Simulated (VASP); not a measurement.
Runs of VASP 6.6.1 on Ni3Pt. The structure is that of space group Pm-3m (No. 221), or close to it. The cells are those of the table. 

```csv
spin,cell,gap on the mesh (eV),pressure (GPa)
"collinear, ferromagnetic start","a = 3.764 Å, 4 atoms",none,-28.2
off,"a = 3.473 Å, 4 atoms",none,(c)
off,"a = 3.764 Å, 4 atoms",none,-29.5
off,"a = 3.218 Å, 4 atoms",none,169.3
off,"a = 3.308 Å, 4 atoms",none,(b)
off,"a = 3.852 Å, 4 atoms",none,(a)
off,"a = 3.551 Å, 4 atoms",none,1.7
off,"a = 3.393 Å, 4 atoms",none,54.5
```

Alike in all rows: task single point; level LDA; potentials or basis VASP PAW LDA potentials, release 64 (Ni, Pt); k mesh 9 × 9 × 9; cutoff (eV) 520; smearing fermi-dirac 0.05 eV.

**Question.** Fill in the values left out.

**Answer.** (a) -34.8; (b) 100.7; (c) 23.1.

Caveats: spin-orbit coupling is left out, which moves the levels of the heavy elements.

A k mesh can miss the band edges, and the runs leave out spin-orbit coupling on Pt.

A gap of «none» marks levels without a gap at the run's occupations.
